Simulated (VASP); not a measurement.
NiO:

```xyz
2
Lattice="0.0000 2.0433 2.0433 2.0433 0.0000 2.0433 2.0433 2.0433 0.0000" Properties=species:S:1:pos:R:3 pbc="T T T"
Ni    0.0000    0.0000    0.0000
O     2.0433    2.0433    2.0433
```

Base run:

* Program: VASP 6.6.1
* Functional: PBEsol
* Dispersion: D3(BJ)
* Potentials or basis: VASP PAW PBE potentials, release 64 (Ni, O)
* Cutoff: 520 eV
* k mesh: 11 × 11 × 11
* Occupations: fermi-dirac, width 0.05 eV
* Spin: collinear spin, ferromagnetic start
* Starting moments: [1.0, 0.0] μB

Its results: pressure 0.7 GPa; net moment 0.82 μB per cell; site moments Ni +0.69; O +0.10 μB.

Question: The run is repeated on the same cell with these changes: functional from PBEsol to BLYP. What comes out?

Answer: Pressure 21.4 GPa; net moment 1.38 μB per cell; site moments Ni +1.15; O +0.20 μB.

BLYP binds less tightly than PBEsol, so the same cell stands under more pressure.

Caveats: the PAW data sets were made with another functional, which shifts forces and pressure a little; a cell with one magnetic atom can't hold antiferromagnetic order, which such compounds often take; the cell stands under pressure (at least some runs).
